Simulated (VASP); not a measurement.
Input of a VASP 6.6.1 run:

The input INCAR:

```
PREC = Accurate
ENCUT = 520
EDIFF = 1E-7
ISMEAR = -1
SIGMA = 0.06122561905347299
LREAL = F
LASPH = T
NELM = 80
ALGO = Normal
ISIF = 2
LWAVE = F
LCHARG = F
GGA = PE
NBANDS = 18
```

File KPOINTS:

```
regular mesh
0
Gamma
  20 20 20
```

POSCAR

```
Lu
1.0
   -1.9084775794      1.9084775794      1.9084775794
    1.9084775794     -1.9084775794      1.9084775794
    1.9084775794      1.9084775794     -1.9084775794
Lu
1
Direct
    0.0000000000      0.0000000000      0.0000000000
```

Potentials or basis: VASP PAW PBE potentials, release 64 (Lu).

Run with:

```bash
$ cat potpaw_PBE.64/Lu/POTCAR > POTCAR
$ mpirun -np 1 vasp_std > vasp.out
```

Q: Predict the pressure.

A: 3.2 GPa.

Q: Predict the band gap on the k mesh.

A: Zero (an odd number of electrons rules out a gap without spin polarisation).

Caveat: the cell stands under pressure; spin-orbit coupling is left out, which moves the levels of the heavy elements.
